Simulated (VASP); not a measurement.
# ZnSe (F-43m) in VASP: further runs, part 2 of 2

VASP 6.6.1. Earlier steps stand in the parts before.

### Step 4. Vibrations by perturbation theory, PBE

This run uses another cell than the first one, of 16.17 Å³/atom.

INCAR

```
SYSTEM = ZnSe
  PREC = Accurate
  ENCUT = 500
  EDIFF = 1E-8
  ISMEAR = 0
  SIGMA = 0.01
  LREAL = .FALSE.
  LASPH = .TRUE.
  NELM = 120
  ALGO = Normal
  ISIF = 2
  LWAVE = .FALSE.
  LCHARG = .FALSE.
  GGA = PE
  NBANDS = 16
  IBRION = 8
  NSW = 1
  LEPSILON = .TRUE.
  GGA_COMPAT = .FALSE.
```

KPOINTS

```
regular mesh
0
G
  10 10 10
  0 0 0
```

POSCAR

```
ZnSe
1.0
    0.0000000000      2.5285127901      2.5285127901
    2.5285127901      0.0000000000      2.5285127901
    2.5285127901      2.5285127901      0.0000000000
Zn Se
1 1
Direct
    0.0000000000      0.0000000000      0.0000000000
    0.7500000000      0.7500000000      0.7500000000
```

Potentials or basis: VASP PAW PBE potentials, release 64 (Zn, Se).

Started as:

```bash
$ cat potpaw_PBE.64/Zn/POTCAR potpaw_PBE.64/Se/POTCAR > POTCAR
$ mpirun -np 1 vasp_std > vasp.out
```

OUTCAR:

```text
SYSTEM = ZnSe
   PREC = Accurate
   ENCUT = 500
   EDIFF = 1E-8
   ISMEAR = 0
   LREAL = .FALSE.
   LASPH = .TRUE.
   NELM = 120
   ISIF = 2
   GGA = PE
   IBRION = 8
   NSW = 1
   LEPSILON = .TRUE.

 ion  position               nearest neighbor table
   1  0.000  0.000  0.000-   2 2.19   2 2.19   2 2.19   2 2.19
   2  0.750  0.750  0.750-   1 2.19   1 2.19   1 2.19   1 2.19

  LATTYP: Found a face centered cubic cell.
 ALAT       =     5.0570255802

  Lattice vectors:

 A1 = (   0.0000000000,   2.5285127901,   2.5285127901)
 A2 = (   2.5285127901,   0.0000000000,   2.5285127901)
 A3 = (   2.5285127901,   2.5285127901,   0.0000000000)

Analysis of symmetry for initial positions (statically):
=====================================================================
 Subroutine PRICEL returns:
 Original cell was already a primitive cell.

 Routine SETGRP: Setting up the symmetry group for a
 face centered cubic supercell.

 Subroutine GETGRP returns: Found 24 space group operations
 (whereof 24 operations were pure point group operations)
 out of a pool of 48 trial point group operations.

The static configuration has the point symmetry T_d .

Analysis of symmetry for dynamics (positions and initial velocities):
=====================================================================
 Subroutine PRICEL returns:
 Original cell was already a primitive cell.

 Routine SETGRP: Setting up the symmetry group for a
 face centered cubic supercell.

 Subroutine GETGRP returns: Found 24 space group operations
 (whereof 24 operations were pure point group operations)
 out of a pool of 48 trial point group operations.

The dynamic configuration has the point symmetry T_d .

 Subroutine INISYM returns: Found 24 space group operations
 (whereof 24 operations are pure point group operations),
 and found     1 'primitive' translations

----------------------------------------------------------------------------------------

                                     Primitive cell

  volume of cell :      32.3315

  direct lattice vectors                    reciprocal lattice vectors
     0.000000000  2.528512790  2.528512790    -0.197744699  0.197744699  0.197744699
     2.528512790  0.000000000  2.528512790     0.197744699 -0.197744699  0.197744699
     2.528512790  2.528512790  0.000000000     0.197744699  0.197744699 -0.197744699

  length of vectors
     3.575857080  3.575857080  3.575857080     0.342503865  0.342503865  0.342503865

  position of ions in fractional coordinates (direct lattice)
     0.000000000  0.000000000  0.000000000
     0.750000000  0.750000000  0.750000000

[... 645 lines left out ...]
 -----------------------------------------------------------------------------
    -0.00054  0.51318  0.00000
     0.51318 -0.00054  0.00000
     0.00000  0.00000  0.00042

--------------------------------------- Ionic step        4  -------------------------------------------

------------------------ aborting loop because EDIFF is reached ----------------------------------------

[... ionic steps 5 to 6 ...]

--------------------------------------- Ionic step        7  -------------------------------------------

 Free energy of the ion-electron system (eV)
  ---------------------------------------------------
  ---------------------------------------------------
  free energy    TOTEN  =        -0.08089962 eV

  energy without entropy =       -0.08089962

------------------------ aborting loop because EDIFF is reached ----------------------------------------

 INTERNAL STRAIN TENSOR  FOR ION    2  DIRECTION 1   (eV/Angst):
 -----------------------------------------------------------------------------
    -0.01020  0.00000  0.00000
     0.00000  0.01600 24.11263
     0.00000 24.11263  0.01600

 MACROSCOPIC STATIC DIELECTRIC TENSOR (including local field effects in DFT)
 ------------------------------------------------------
           7.174299    -0.000000    -0.000000
           0.000000     7.174299    -0.000000
          -0.000000     0.000000     7.174299
 ------------------------------------------------------

 PIEZOELECTRIC TENSOR (including local field effects)  for field in x, y, z        (e  Angst)
          XX          YY          ZZ          XY          YZ          ZX
  --------------------------------------------------------------------------------
  x     0.00000    -0.00000     0.00000     0.00000     1.05057     0.00000
  y     0.00000    -0.00000     0.00000     0.00000    -0.00000     1.05057
  z    -0.00000    -0.00000     0.00000     1.05057     0.00000     0.00000

 PIEZOELECTRIC TENSOR (including local field effects)  for field in x, y, z        (C/m^2)
          XX          YY          ZZ          XY          YZ          ZX
  --------------------------------------------------------------------------------
  x     0.00000    -0.00000     0.00000     0.00000     0.52061     0.00000
  y     0.00000    -0.00000     0.00000     0.00000    -0.00000     0.52061
  z    -0.00000    -0.00000     0.00000     0.52061     0.00000     0.00000

 BORN EFFECTIVE CHARGES (including local field effects) (in |e|, cummulative output)
 ---------------------------------------------------------------------------------
 ion    1
    1     1.50991     0.00000     0.00000
    2    -0.00000     1.50991    -0.00000
    3    -0.00000     0.00000     1.50991
 ion    2
    1    -1.50991    -0.00000    -0.00000
    2     0.00000    -1.50991     0.00000
    3     0.00000    -0.00000    -1.50991

 INTERNAL STRAIN TENSOR FOR ION    2 for displacements in x,y,z  (eV/Angst):
          X           Y           Z          XY          YZ          ZX
  --------------------------------------------------------------------------------
  x    -0.00000     0.00000     0.00000     0.00000    24.11263     0.00000
  y    -0.00000     0.00000    -0.00000     0.00000     0.00000    24.11263
  z     0.00000     0.00000    -0.00000    24.11263     0.00000     0.00000

 SECOND DERIVATIVES (NOT SYMMETRIZED)
 ------------------------------------
               1X          1Y          1Z          2X          2Y          2Z
  1X   -16.249623    0.000000    0.000000   16.249623    0.000000    0.000000
  1Y     0.000000  -16.249623    0.000000    0.000000   16.249623    0.000000
  1Z     0.000000    0.000000  -16.249623    0.000000    0.000000   16.249623
  2X    16.218892    0.000000    0.000000  -16.218892   -0.000000   -0.000000
  2Y     0.000000   16.218892    0.000000   -0.000000  -16.218892   -0.000000
  2Z     0.000000    0.000000   16.218892   -0.000000   -0.000000  -16.218892

 Eigenvectors and eigenvalues of the dynamical matrix
 ----------------------------------------------------

   1 f  =   10.532597 THz    66.178258 2PiTHz  351.329614 cm-1    43.559301 meV
             X         Y         Z           dx          dy          dz
      0.000000  0.000000  0.000000    -0.000000    0.739914   -0.000000
      3.792769  3.792769  3.792769    -0.000000   -0.672701    0.000000
[... 21 lines left out ...]
   6 f/i=    0.004962 THz     0.031177 2PiTHz    0.165514 cm-1     0.020521 meV
             X         Y         Z           dx          dy          dz
      0.000000  0.000000  0.000000    -0.000000   -0.000000   -0.672701
      3.792769  3.792769  3.792769     0.000000    0.000000   -0.739914

--------------------------------------------------------------------------------------------------------

 MACROSCOPIC STATIC DIELECTRIC TENSOR IONIC CONTRIBUTION
 ------------------------------------------------------
           0.785973     0.000000     0.000000
           0.000000     0.785973     0.000000
           0.000000     0.000000     0.785973
 ------------------------------------------------------

 ELASTIC MODULI CONTR FROM IONIC RELAXATION (kBar)
 Direction    XX          YY          ZZ          XY          YZ          ZX
 --------------------------------------------------------------------------------
 XX          -0.0000      0.0000      0.0000     -0.0000      0.0000      0.0000
 YY           0.0000     -0.0000     -0.0000     -0.0000     -0.0000      0.0000
 ZZ           0.0000     -0.0000     -0.0000      0.0000     -0.0000      0.0000
 XY          -0.0000     -0.0000      0.0000  -1775.3147     -0.0000     -0.0000
 YZ           0.0000     -0.0000     -0.0000     -0.0000  -1775.3147     -0.0000
 ZX           0.0000      0.0000      0.0000     -0.0000     -0.0000  -1775.3147
 --------------------------------------------------------------------------------

 PIEZOELECTRIC TENSOR IONIC CONTR  for field in x, y, z        (C/m^2)
          XX          YY          ZZ          XY          YZ          ZX
  --------------------------------------------------------------------------------
  x     0.00000    -0.00000    -0.00000    -0.00000    -1.11151    -0.00000
  y     0.00000     0.00000     0.00000     0.00000    -0.00000    -1.11151
  z    -0.00000    -0.00000     0.00000    -1.11151     0.00000    -0.00000
```

OSZICAR:

```text
N       E                     dE             d eps       ncg     rms          rms(c)
DAV:   1     0.917909997727E+02    0.91791E+02   -0.90167E+03  1504   0.141E+03
DAV:   2     0.362721603731E+00   -0.91428E+02   -0.85548E+02  1728   0.266E+02
DAV:   3    -0.469505179057E+01   -0.50578E+01   -0.50403E+01  1840   0.610E+01
DAV:   4    -0.472948982978E+01   -0.34438E-01   -0.34436E-01  1840   0.539E+00
[... 168 lines left out ...]
RMM:   6    -0.809022210965E-01    0.12086E-04   -0.19216E-06  9928   0.286E-03    0.267E-03
RMM:   7    -0.808977183294E-01    0.45028E-05   -0.27392E-07  9916   0.941E-04    0.338E-04
RMM:   8    -0.808996669961E-01   -0.19487E-05   -0.14260E-07 10225   0.264E-04    0.446E-05
RMM:   9    -0.808996300387E-01    0.36957E-07   -0.39260E-08 10194   0.982E-05    0.953E-06
RMM:  10    -0.808996242339E-01    0.58048E-08   -0.22527E-08 10196   0.233E-05    0.382E-06
 Linear response finished
```

stdout:

```text
POSCAR found type information on POSCAR ZnSe
 POSCAR found :  2 types and       2 ions
 scaLAPACK will be used
 LDA part: xc-table for (Slater+PW92), standard interpolation
 POSCAR, INCAR and KPOINTS ok, starting setup
 FFT: planning ... GRIDC
 FFT: planning ... GRID_SOFT
 FFT: planning ... GRID
 WAVECAR not read
 entering main loop
[... 30 lines left out ...]
 dielectric tensor                  component  3 :     1.133     1.348     7.174
 Linear response DOF=           2
 Linear response progress:
 first order change of Fermi-energy  -0.25667E-04
 force on displaced ion       1 direction 1 : -16.250   0.000   0.000
 Born effective charge ion    1 direction 1 :   1.504   0.000   0.000
 Linear response progress:
 first order change of Fermi-energy   0.26532E-03
 force on displaced ion       2 direction 1 : -16.219  -0.000  -0.000
 Born effective charge ion    2 direction 1 :  -1.515   0.000   0.000
 Born effective charges drift removed
 Linear response finished
```

It took 17 min on 1 thread of Intel Xeon 8259CL, shared host; peak memory 0.35 GiB.

What came out:

```
Electronic dielectric tensor (diagonal)                 : 7.17
Born charges (mean of the diagonal)                     : Zn +1.51; Se -1.51 e
Highest phonon frequency at Γ, LO-TO splitting left out : 351 cm⁻¹
```

Phonon frequencies in cm⁻¹ (negative: imaginary):
| q point | frequencies |
| --- | --- |
| (0.000, 0.000, 0.000) | 0 0 0 351 351 351 |

Electronic dielectric tensor:
```
7.17 0.00 0.00
0.00 7.17 0.00
0.00 0.00 7.17
```

Born effective charge tensors (e):
atom 1, Zn
```
1.51 0.00 0.00
0.00 1.51 0.00
0.00 0.00 1.51
```
atom 2, Se
```
-1.51  0.00  0.00
 0.00 -1.51  0.00
 0.00  0.00 -1.51
```

Caveat: the cell stands under pressure or tension, which shifts response properties.
